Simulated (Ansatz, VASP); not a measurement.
**Mo: VASP beside Ansatz**

```
Mo
1.0
     2.71006    0.00000    0.00000
    -0.90335    2.55507    0.00000
     0.00000    0.00000   23.85102
Mo
5
Direct
  0.50000 0.50000 0.31445
  0.00000 0.00000 0.40723
  0.50000 0.50000 0.50000
  0.00000 0.00000 0.59277
  0.50000 0.50000 0.68555
```

Alike in both runs: task single point; functional PBEsol; k mesh 13 × 13 × 1; occupations gaussian, width 0.1 eV; no spin polarisation.

|  | VASP | Ansatz |
| --- | --- | --- |
| version | VASP 6.6.1 | Ansatz 0.2.0 |
| potentials or method | VASP PAW PBE potentials, release 64 (Mo_sv), cutoff 520 eV | scalar-relativistic, plane waves, PAW |
| valence electrons in the cell | 70 | 70 |

|  | VASP | Ansatz | Ansatz less VASP |
| --- | --- | --- | --- |
| gap on the k mesh at the Fermi level (eV) | none | none | - |
| rms of the force components (eV/Å) | 0.331 | 0.336 | +0.0049 |

VASP's potentials were made for PBE, not for PBEsol. Atom by atom the forces differ by 0.008 eV/Å (rms over components). A gap of «none» marks a metal or a gap that the smearing closes. Ansatz's warnings: xc potential rough in thin density.
